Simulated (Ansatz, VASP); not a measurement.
**Two plane-wave programs on Re**

INCAR

```
PREC = Accurate
ENCUT = 520
EDIFF = 1E-7
ISMEAR = -1
SIGMA = 0.05
LREAL = F
LASPH = T
NELM = 60
ALGO = Normal
ISIF = 2
LWAVE = F
LCHARG = F
GGA = PE
NBANDS = 22
```

Contents of KPOINTS:

```
regular mesh
0
Gamma
  8 8 3
```

The input POSCAR:

```
Re
1.0
    2.7940512678      0.0000000000      0.0000000000
   -1.3970256339      2.3957617598      0.0000000000
    0.0000000000      0.0000000000      8.9388451600
Re
4
Direct
    0.6666666667      0.3333333333      0.7500000000
    0.0000000000      0.0000000000      0.5000000000
    0.3333333333      0.6666666667      0.2500000000
    0.0000000000      0.0000000000      0.0000000000
```

input.yaml

```yaml
crystal:
  lattice:
    - [2.7940512678, 0.0, 0.0]
    - [-1.3970256339, 2.3957617598, 0.0]
    - [0.0, 0.0, 8.93884516]
  atoms:
    - { symbol: Re, position: [0.6666666667, 0.3333333333, 0.75] }
    - { symbol: Re, position: [0.0, 0.0, 0.5] }
    - { symbol: Re, position: [0.3333333333, 0.6666666667, 0.25] }
    - { symbol: Re, position: [0.0, 0.0, 0.0] }
hamiltonian:
  xc: pbe
  pseudopotentials: { kind: paw }
kpoints:
  mp_grid: { grid: [8, 8, 3] }
scf:
  occupations: { method: fermi_dirac, width: 0.05 }
output:
  forces: true
  stress: true
  eigenvalues: true
```

Alike in both runs: task single point; functional PBE; k mesh 8 × 8 × 3; occupations fermi-dirac, width 0.05 eV; no spin polarisation.

```csv
,VASP,Ansatz
version,VASP 6.6.1,Ansatz 0.2.0
potentials or method,"VASP PAW PBE potentials, release 64 (Re)",Ansatz PAW
plane-wave cutoff (eV),520,420
valence electrons in the cell,28,60
```

```csv
,VASP,Ansatz,Ansatz less VASP
gap on the k mesh at the Fermi level (eV),none,none,-
pressure (GPa),-0.6,0.0,+0.55
"traceless stress, the component that is largest in VASP (GPa)",-2.29,-2.38,-0.083
rms of the force components (eV/Å),0.023,0.023,+0.0001
```

Atom by atom the forces differ by 0.000 eV/Å (rms over components). A gap of «none» marks a metal or a gap that the smearing closes. VASP's potentials hold 28 valence electrons a cell and Ansatz's 60, so a difference there can come from the potentials and not from the codes.

Spin-orbit coupling is off throughout.
